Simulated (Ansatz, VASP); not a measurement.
**NbSi2: VASP beside Ansatz**

```
Nb Si
1.0
     4.79569    0.00000    0.00000
    -2.39785    4.15319    0.00000
     0.00000    0.00000    6.58169
Nb Si
3 6
Direct
  0.50000 0.00000 0.50000
  0.50000 0.50000 0.83333
  0.00000 0.50000 0.16667
  0.15862 0.31725 0.50000
  0.84138 0.15862 0.83333
  0.68275 0.84138 0.16667
  0.84138 0.68275 0.50000
  0.15862 0.84138 0.83333
  0.31725 0.15862 0.16667
```

Alike in both runs: functional r2SCAN; k mesh 8 × 8 × 5; occupations fermi-dirac, width 0.1 eV; no spin polarisation.

Ansatz relaxed the structure, and its values are those at the end. VASP's run is a single point on that final structure, the one shown.

```csv
,VASP,Ansatz
version,VASP 6.6.1,Ansatz 0.2.0
potentials or method,"VASP PAW PBE potentials, release 64 (Nb_sv, Si), cutoff 520 eV",PAW plane waves
valence electrons in the cell,63,63
```

|  | VASP | Ansatz | Ansatz less VASP |
| --- | --- | --- | --- |
| gap on the k mesh at the Fermi level (eV) | none | none | - |
| pressure (GPa) | -0.3 | 0.0 | +0.26 |

VASP's potentials were made for PBE, not for r2SCAN. A gap of «none» marks a metal or a gap that the smearing closes.
